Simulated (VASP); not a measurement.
Wanted: the native input for a VASP 6.6.1 run.

- Task: single point
- Functional: LDA
- Potentials or basis: VASP PAW LDA potentials, release 64 (C_h)
- Cutoff: 1300 eV
- k mesh: 6 × 6 × 6
- Occupations: gaussian, width 0.05 eV
- Spin: no spin polarisation
- Dipole correction: no
- Further INCAR settings: ALGO = Normal; EDIFF = 1e-06; NBANDS = 26

The structure of C lies in POSCAR:

```
C
1.0
    3.5668000000      0.0000000000      0.0000000000
    0.0000000000     -3.5668000000      0.0000000000
    0.0000000000      0.0000000000     -3.5668000000
C
8
Direct
    0.5000000000      0.0000000000      0.0000000000
    0.0000000000      0.5000000000      0.0000000000
    0.0000000000      0.0000000000      0.5000000000
    0.5000000000      0.5000000000      0.5000000000
    0.7500000000      0.7500000000      0.7500000000
    0.2500000000      0.2500000000      0.7500000000
    0.2500000000      0.7500000000      0.2500000000
    0.7500000000      0.2500000000      0.2500000000
```

One way to write it, as run:

INCAR

```
PREC = Accurate
ENCUT = 1300
EDIFF = 1E-6
ISMEAR = 0
SIGMA = 0.05
LREAL = False
LASPH = True
NELM = 120
ALGO = Normal
ISIF = 2
LWAVE = False
LCHARG = False
GGA = CA
NBANDS = 26
GGA_COMPAT = False
```

KPOINTS

```
Automatic mesh
0
Gamma
  6 6 6
```

Potentials or basis: VASP PAW LDA potentials, release 64 (C_h).

Command:

```sh
$ cat potpaw_LDA.64/C_h/POTCAR > POTCAR
$ mpirun -np 1 vasp_std > vasp.out
```

It gave:

```json
{
  "Pressure": "-12.3 GPa",
  "Band gap on the k mesh": "4.12 eV"
}
```

Caveat: the cell stands under tension.

It took 72 s on 1 thread of AMD EPYC 7R43 64-Core Processor (Zen 3), with other jobs on the host, peak memory 0.19 GiB.
